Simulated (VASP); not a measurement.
# BaTiO3 (R3m) in VASP: a series of runs, part 2 of 2

VASP 6.6.1.

**4. Single point, r2SCAN**

POSCAR

```
BaTiO3
1.0
    2.8276681575      1.6325549719      2.3177316080
   -2.8276681575      1.6325549719      2.3177316080
    0.0000000000     -3.2651099438      2.3177316080
Ba Ti O
1 1 3
Direct
    0.0000000000      0.0000000000      0.0000000000
    0.5140000000      0.5140000000      0.5140000000
    0.4916000000      0.4916000000      0.9815000000
    0.4916000000      0.9815000000      0.4916000000
    0.9815000000      0.4916000000      0.4916000000
```

INCAR.step1

```
  PREC = Accurate
  ENCUT = 520
  ISMEAR = -5
  SIGMA = 0.1
  LREAL = F
  LASPH = T
  NELM = 100
  NBANDS = 28
  GGA = PE
  ALGO = Normal
  EDIFF = 1E-4
  LWAVE = T
  LCHARG = F
```

INCAR.step2

```
  PREC = Accurate
  ENCUT = 520
  EDIFF = 1E-6
  ISMEAR = -5
  SIGMA = 0.1
  LREAL = F
  LASPH = T
  NELM = 100
  ALGO = Normal
  ISIF = 2
  LWAVE = F
  LCHARG = F
  METAGGA = R2SCAN
  LMIXTAU = T
  NBANDS = 28
  ISTART = 1
```

KPOINTS

```
Automatic mesh
0
Gamma
  6 6 6
```

Potentials or basis: VASP PAW PBE potentials, release 64 (Ba_sv, Ti_sv, O).

Command:

```bash
$ cat potpaw_PBE.64/Ba_sv/POTCAR potpaw_PBE.64/Ti_sv/POTCAR potpaw_PBE.64/O/POTCAR > POTCAR
$ cp INCAR.step1 INCAR
$ mpirun -np 1 vasp_std > vasp.out
$ cp INCAR.step2 INCAR
$ mpirun -np 1 vasp_std > vasp.out
```

OUTCAR:

```text
PREC = Accurate
   ENCUT = 520
   EDIFF = 1E-6
   ISMEAR = -5
   LREAL = F
   LASPH = T
   NELM = 100
   ISIF = 2
   METAGGA = R2SCAN
   ISTART = 1

 ion  position               nearest neighbor table
   1  0.000  0.000  0.000-   3 2.79   4 2.79   5 2.79   5 2.83   4 2.83   4 2.83   5 2.83   3 2.83
                             3 2.83   3 2.88   4 2.88   5 2.88   2 3.38   2 3.43   2 3.43   2 3.43
   2  0.514  0.514  0.514-   3 1.88   4 1.88   5 1.88   3 2.14   4 2.14   5 2.14   1 3.38   1 3.43
                             1 3.43   1 3.43   1 3.50   1 3.50   1 3.50   1 3.57
   3  0.492  0.492  0.981-   2 1.88   2 2.14   1 2.79   1 2.83   1 2.83   1 2.88
   4  0.492  0.981  0.492-   2 1.88   2 2.14   1 2.79   1 2.83   1 2.83   1 2.88
   5  0.981  0.492  0.492-   2 1.88   2 2.14   1 2.79   1 2.83   1 2.83   1 2.88

  LATTYP: Found a trigonal (rhomboedric) cell.
 ALAT       =     4.0041007420
 COS(alpha) =     0.0025827226

  Lattice vectors:

 A1 = (   2.8276681575,   1.6325549719,   2.3177316080)
 A2 = (  -2.8276681575,   1.6325549719,   2.3177316080)
 A3 = (   0.0000000000,  -3.2651099438,   2.3177316080)

Analysis of symmetry for initial positions (statically):
=====================================================================
 Subroutine PRICEL returns:
 Original cell was already a primitive cell.

 Routine SETGRP: Setting up the symmetry group for a
 trigonal (rhombohedral) supercell.

 Subroutine GETGRP returns: Found  6 space group operations
 (whereof  6 operations were pure point group operations)
 out of a pool of 12 trial point group operations.

The static configuration has the point symmetry C_3v.

Analysis of symmetry for dynamics (positions and initial velocities):
=====================================================================
 Subroutine PRICEL returns:
 Original cell was already a primitive cell.

 Routine SETGRP: Setting up the symmetry group for a
 trigonal (rhombohedral) supercell.

 Subroutine GETGRP returns: Found  6 space group operations
 (whereof  6 operations were pure point group operations)
 out of a pool of 12 trial point group operations.

The dynamic configuration has the point symmetry C_3v.

 Subroutine INISYM returns: Found  6 space group operations
 (whereof  6 operations are pure point group operations),
 and found     1 'primitive' translations

----------------------------------------------------------------------------------------

                                     Primitive cell

  volume of cell :      64.1964

  direct lattice vectors                    reciprocal lattice vectors
     2.827668157  1.632554972  2.317731608     0.176824143  0.102089467  0.143818780
    -2.827668157  1.632554972  2.317731608    -0.176824143  0.102089467  0.143818780
     0.000000000 -3.265109944  2.317731608     0.000000000 -0.204178934  0.143818780

  length of vectors
     4.004100742  4.004100742  4.004100742     0.249745628  0.249745628  0.249745628

  position of ions in fractional coordinates (direct lattice)
     0.000000000  0.000000000  0.000000000
     0.514000000  0.514000000  0.514000000
     0.491600000  0.491600000  0.981500000
     0.491600000  0.981500000  0.491600000
[... 39 lines left out ...]
            Coordinates               Weight
  0.000000  0.000000  0.000000      1.000000
  0.166667 -0.000000  0.000000      6.000000
  0.333333 -0.000000  0.000000      6.000000
  0.500000 -0.000000 -0.000000      3.000000
  0.166667  0.166667  0.000000      6.000000
  0.333333  0.166667  0.000000     12.000000
[... 16 lines left out ...]
  0.500000  0.500000  0.166667      6.000000
 -0.333333  0.500000  0.166667     12.000000
 [... further k-points ...]
   k-points           NKPTS =     32   k-points in BZ     NKDIM =     32   number of bands    NBANDS=     28
   number of dos      NEDOS =    301   number of ions     NIONS =      5
   total plane-waves  NPLWV =  27000
   dimension x,y,z NGX =    30 NGY =   30 NGZ =   30
   dimension x,y,z NGXF=    60 NGYF=   60 NGZF=   60
   ions per type =               1   1   3
   NGX,Y,Z   is equivalent  to a cutoff of  12.46, 12.46, 12.46 a.u.
   NGXF,Y,Z  is equivalent  to a cutoff of  24.91, 24.91, 24.91 a.u.
 SYSTEM =  unknown system
   PREC   = accura    normal or accurate (medium, high low for compatibility)
   ISTART =      1    job   : 0-new  1-cont  2-samecut
   ICHARG =      0    charge: 1-file 2-atom 10-const
   ISPIN  =      1    spin polarized calculation?
   LNONCOLLINEAR =      F non collinear calculations
   LSORBIT =      F    spin-orbit coupling
   LASPH  =      T    aspherical Exc in radial PAW
   ENCUT  =  520.0 eV  38.22 Ry    6.18 a.u.   7.44  7.44  7.44*2*pi/ulx,y,z
   NELM   =    100;   NELMIN=  2; NELMDL=  0     # of ELM steps
   EDIFF  = 0.1E-05   stopping-criterion for ELM
   LREAL  =      F    real-space projection
   EDIFFG = 0.1E-04   stopping-criterion for IOM
   NSW    =      0    number of steps for IOM
   IBRION =     -1    ionic relax: 0-MD 1-quasi-New 2-CG
   NFREE  =      0    steps in history (QN), initial steepest desc. (CG)
   ISIF   =      2    stress and relaxation
   ISYM   =      2    0-nonsym 1-usesym 2-fastsym
   POTIM  = 0.5000    time-step for ionic-motion
   TEBEG  =    0.0;   TEEND  =   0.0 temperature during run
   PSTRESS=    0.0 pullay stress
   NELECT =      40.0000    total number of electrons
   NUPDOWN=      -1.0000    fix difference up-down
   EMIN   =  10.00;   EMAX   =-10.00  energy-range for DOS
   EFERMI =   0.00;   METHOD = LEGACY
   ISMEAR =    -5;   SIGMA  =   0.10  broadening in eV -4-tet -1-fermi 0-gaus
   EFERMI_NEDOS =   21; number of points for ismear=-14 and -15
   IALGO  =     38    algorithm
   IMIX   =      4    mixing-type and parameters
     AMIX     =   0.40;   BMIX     =  1.00
     AMIX_MAG =   1.60;   BMIX_MAG =  1.00
  volume/ion in A,a.u.               =      12.84        86.64
  Fermi-wavevector in a.u.,A,eV,Ry     =   1.398271  2.642349 26.601582  1.955161
  Thomas-Fermi vector in A             =   2.521445
   LORBIT       =      0    0 simple, 1 ext, 2 COOP (PROOUT), +10 PAW based schemes
   METAGGA = R2SCAN    functional components
   LHFCALC =     F    Hartree Fock is set to
   AEXX    =    0.0000 exact exchange contribution
   IVDW    =     0    specifies the selected vdW correction
   LEPSILON=     F    determine dielectric tensor
   LRPA    =     F    only Hartree local field effects (RPA)
 non-spin polarized calculation
 Fermi weights with tetrahedron method with Bloechl corrections
  energy-cutoff  :      520.00
  volume of cell :       64.20
 maximum number of plane-waves:      1750
 NGX is ok and might be reduce to    30
   NGX = 15   NGY = 15   NGZ = 15

 number of electron      40.0000004 magnetization

 Free energy of the ion-electron system (eV)
  ---------------------------------------------------
  ext. energy  EPLUGINS =         0.00000000
  ---------------------------------------------------
  free energy    TOTEN  =       -74.25369145 eV

  energy without entropy =      -74.25369145  energy(sigma->0) =      -74.25369145

 E-fermi :   3.6071     XC(G=0): -11.8939

 val. band max:        3.4661400367   @ k =   0.5000   0.5000   0.5000
 cond. band min:       6.2125595564   @ k =   0.0000   0.0000   0.0000
 fundamental gap:      2.7464195197
 Fermi energy:         3.6070998120

 k-point     1 :       0.0000    0.0000    0.0000
  band No.  band energies     occupation
      1     -55.0546      2.00000
      2     -30.2572      2.00000
      3     -30.2572      2.00000
      4     -30.2552      2.00000
      5     -22.0012      2.00000
      6     -14.3309      2.00000
[... 733 lines left out ...]
     27      12.2755      0.00000
     28      12.7972      0.00000

 [... further k-points ...]

------------------------ aborting loop because EDIFF is reached ----------------------------------------

  FORCE on cell =-STRESS in cart. coord.  units (eV):
  Direction    XX          YY          ZZ          XY          YZ          ZX
  --------------------------------------------------------------------------------------
  -------------------------------------------------------------------------------------
  Total        1.5916684      1.5916684      1.4819763     -0.0000000      0.0000000      0.0000000
  in kB       39.7239583     39.7239583     36.9863254     -0.0000000      0.0000000      0.0000000
  external PRESSURE =      38.8114140 kB  Pullay stress =       0.0000000 kB

 VOLUME and BASIS-vectors are now :
 -----------------------------------------------------------------------------
  energy-cutoff  :      520.00
  volume of cell :       64.20
      direct lattice vectors                 reciprocal lattice vectors
     2.827668157  1.632554972  2.317731608     0.176824143  0.102089467  0.143818780
    -2.827668157  1.632554972  2.317731608    -0.176824143  0.102089467  0.143818780
     0.000000000 -3.265109944  2.317731608     0.000000000 -0.204178934  0.143818780

 POSITION                                       TOTAL-FORCE (eV/Angst)
 -----------------------------------------------------------------------------------
      0.00000      0.00000      0.00000         0.000000     -0.000000      0.074875
      0.00000      0.00000      3.57394         0.000000     -0.000000     -0.178925
      0.00000     -1.59958      4.55365         0.000000     -0.177345      0.034683
     -1.38527      0.79979      4.55365        -0.153585      0.088672      0.034683
      1.38527      0.79979      4.55365         0.153585      0.088672      0.034683
 -----------------------------------------------------------------------------------
    total drift:                               -0.000000      0.000004      0.002129

  FREE ENERGIE OF THE ION-ELECTRON SYSTEM (eV)
  ---------------------------------------------------
  free  energy   TOTEN  =       -74.2536914545 eV

  energy  without entropy=      -74.2536914545  energy(sigma->0) =      -74.25369145
```

It took 3.1 min on 1 thread of Intel Xeon Platinum 8259CL at 2.50GHz (Skylake/Cascade Lake), shared host; peak memory 0.21 GiB.

Results:

- Free energy: -74.2537 eV
- Pressure: 3.9 GPa
- Largest force: 0.181 eV/Å
- Band gap on the k mesh: 2.75 eV (least direct gap 3.14 eV)

Forces on the atoms (eV/Å):
```
Ba   0.000  0.000  0.075
Ti   0.000  0.000 -0.179
O    0.000 -0.177  0.035
O   -0.154  0.089  0.035
O    0.154  0.089  0.035
```

Caveat: the cell stands under pressure; the PAW data sets were made with another functional, which shifts forces and pressure a little; spin-orbit coupling is left out, which moves the levels of the heavy elements.

**5. Single point, r2SCAN**

POSCAR is that of step 4.

INCAR.step1

```
SYSTEM = BaTiO3
  ALGO = Normal
  EDIFF = 1E-4
  ENCUT = 520
  GGA = PE
  ISMEAR = 0
  LASPH = .True.
  LCHARG = .False.
  LREAL = .False.
  LWAVE = .True.
  NBANDS = 28
  NELM = 100
  PREC = Accurate
  SIGMA = 0.01
```

INCAR.step2

```
SYSTEM = BaTiO3
  ALGO = Normal
  EDIFF = 1E-7
  ENCUT = 520
  ISIF = 2
  ISMEAR = 0
  ISTART = 1
  LASPH = .True.
  LCHARG = .False.
  LMIXTAU = .True.
  LREAL = .False.
  LWAVE = .False.
  METAGGA = R2SCAN
  NBANDS = 28
  NELM = 100
  PREC = Accurate
  SIGMA = 0.01
```

KPOINTS

```
k-points
0
Gamma
  6 6 6
  0 0 0
```

Potentials or basis: VASP PAW PBE potentials, release 64 (Ba_sv, Ti_sv, O).

Command:

```bash
$ cat potpaw_PBE.64/Ba_sv/POTCAR potpaw_PBE.64/Ti_sv/POTCAR potpaw_PBE.64/O/POTCAR > POTCAR
$ cp INCAR.step1 INCAR
$ mpirun -np 1 vasp_std > vasp.out
$ cp INCAR.step2 INCAR
$ mpirun -np 1 vasp_std > vasp.out
```

OUTCAR:

```text
SYSTEM = BaTiO3
   EDIFF = 1E-7
   ENCUT = 520
   ISIF = 2
   ISMEAR = 0
   ISTART = 1
   LASPH = .True.
   LREAL = .False.
   METAGGA = R2SCAN
   NELM = 100
   PREC = Accurate

 ion  position               nearest neighbor table
   1  0.000  0.000  0.000-   3 2.79   4 2.79   5 2.79   5 2.83   4 2.83   4 2.83   5 2.83   3 2.83
                             3 2.83   3 2.88   4 2.88   5 2.88   2 3.38   2 3.43   2 3.43   2 3.43
   2  0.514  0.514  0.514-   3 1.88   4 1.88   5 1.88   3 2.14   4 2.14   5 2.14   1 3.38   1 3.43
                             1 3.43   1 3.43   1 3.50   1 3.50   1 3.50   1 3.57
   3  0.492  0.492  0.981-   2 1.88   2 2.14   1 2.79   1 2.83   1 2.83   1 2.88
   4  0.492  0.981  0.492-   2 1.88   2 2.14   1 2.79   1 2.83   1 2.83   1 2.88
   5  0.981  0.492  0.492-   2 1.88   2 2.14   1 2.79   1 2.83   1 2.83   1 2.88

  LATTYP: Found a trigonal (rhomboedric) cell.
 ALAT       =     4.0041007420
 COS(alpha) =     0.0025827226

  Lattice vectors:

 A1 = (   2.8276681575,   1.6325549719,   2.3177316080)
 A2 = (  -2.8276681575,   1.6325549719,   2.3177316080)
 A3 = (   0.0000000000,  -3.2651099438,   2.3177316080)

Analysis of symmetry for initial positions (statically):
[... 184 lines left out ...]
 fundamental gap:      2.7464195186
 Fermi energy:         3.6070998119

 k-point     1 :       0.0000    0.0000    0.0000
  band No.  band energies     occupation
      1     -55.0546      2.00000
      2     -30.2572      2.00000
      3     -30.2572      2.00000
      4     -30.2552      2.00000
      5     -22.0012      2.00000
      6     -14.3309      2.00000
[... 733 lines left out ...]
     27      12.2755      0.00000
     28      12.7972      0.00000

 [... further k-points ...]

------------------------ aborting loop because EDIFF is reached ----------------------------------------

  FORCE on cell =-STRESS in cart. coord.  units (eV):
  Direction    XX          YY          ZZ          XY          YZ          ZX
  --------------------------------------------------------------------------------------
  -------------------------------------------------------------------------------------
  Total        1.5913089      1.5913089      1.4816669      0.0000000      0.0000000      0.0000000
  in kB       39.7149867     39.7149867     36.9786031      0.0000000      0.0000000      0.0000000
  external PRESSURE =      38.8028588 kB  Pullay stress =       0.0000000 kB

 VOLUME and BASIS-vectors are now :
 -----------------------------------------------------------------------------
  energy-cutoff  :      520.00
  volume of cell :       64.20
      direct lattice vectors                 reciprocal lattice vectors
     2.827668157  1.632554972  2.317731608     0.176824143  0.102089467  0.143818780
    -2.827668157  1.632554972  2.317731608    -0.176824143  0.102089467  0.143818780
     0.000000000 -3.265109944  2.317731608     0.000000000 -0.204178934  0.143818780

 POSITION                                       TOTAL-FORCE (eV/Angst)
 -----------------------------------------------------------------------------------
      0.00000      0.00000      0.00000         0.000000      0.000000      0.074855
      0.00000      0.00000      3.57394         0.000000      0.000000     -0.178776
      0.00000     -1.59958      4.55365         0.000000     -0.177231      0.034640
     -1.38527      0.79979      4.55365        -0.153487      0.088616      0.034640
      1.38527      0.79979      4.55365         0.153487      0.088616      0.034640
 -----------------------------------------------------------------------------------
    total drift:                               -0.000000      0.000004      0.002147

  FREE ENERGIE OF THE ION-ELECTRON SYSTEM (eV)
  ---------------------------------------------------
  free  energy   TOTEN  =       -74.2536914675 eV

  energy  without entropy=      -74.2536914675  energy(sigma->0) =      -74.25369147
```

Run time: 2.9 min. Hardware: 1 thread of Intel Xeon Platinum 8259CL at 2.50GHz (Skylake/Cascade Lake), shared host; peak memory 0.21 GiB.

Results:

| Property | Result |
| --- | --- |
| Free energy | -74.2537 eV |
| Pressure | 3.9 GPa |
| Largest force | 0.181 eV/Å |
| Band gap on the k mesh | 2.75 eV (least direct gap 3.14 eV) |

Forces on the atoms (eV/Å):
```
Ba   0.000  0.000  0.075
Ti   0.000  0.000 -0.179
O    0.000 -0.177  0.035
O   -0.153  0.089  0.035
O    0.153  0.089  0.035
```

Levels at points of the mesh, in eV from the valence-band top:
```
           k point  band 18  band 19  band 20  band 21  band 22  band 23
(0.00, 0.00, 0.00)    -0.51    -0.40    -0.40     2.75     2.75     2.86
(0.50, 0.00, 0.00)    -1.62    -0.97    -0.87     2.91     4.16     4.25
(0.50, 0.50, 0.00)    -0.90    -0.86    -0.09     4.23     4.24     4.60
(0.50, 0.50, 0.50)    -0.02    -0.02     0.00     4.74     4.88     4.88
```

Caveat: the cell stands under pressure; the PAW data sets were made with another functional, which shifts forces and pressure a little; spin-orbit coupling is left out, which moves the levels of the heavy elements. A k mesh can miss the band edges.

**6. The runs side by side**

```tsv
smearing	gap on the mesh (eV)	pressure (GPa)	largest force (eV/Å)
methfessel-paxton 0.29 eV	2.75	3.9	0.18
methfessel-paxton 0.38 eV	2.75	3.9	0.18
tetrahedron	2.75	3.9	0.18
gaussian 0.01 eV	2.75	3.9	0.18
```

Alike in all rows: task single point; level r2SCAN; potentials or basis VASP PAW PBE potentials, release 64 (Ba_sv, Ti_sv, O); no spin polarisation; cell as given; k mesh 6 × 6 × 6; cutoff (eV) 520.

Caveats: the cell stands under pressure; the PAW data sets were made with another functional, which shifts forces and pressure a little; spin-orbit coupling is left out, which moves the levels of the heavy elements.

Absolute energies hang on the potentials; compare differences alone.
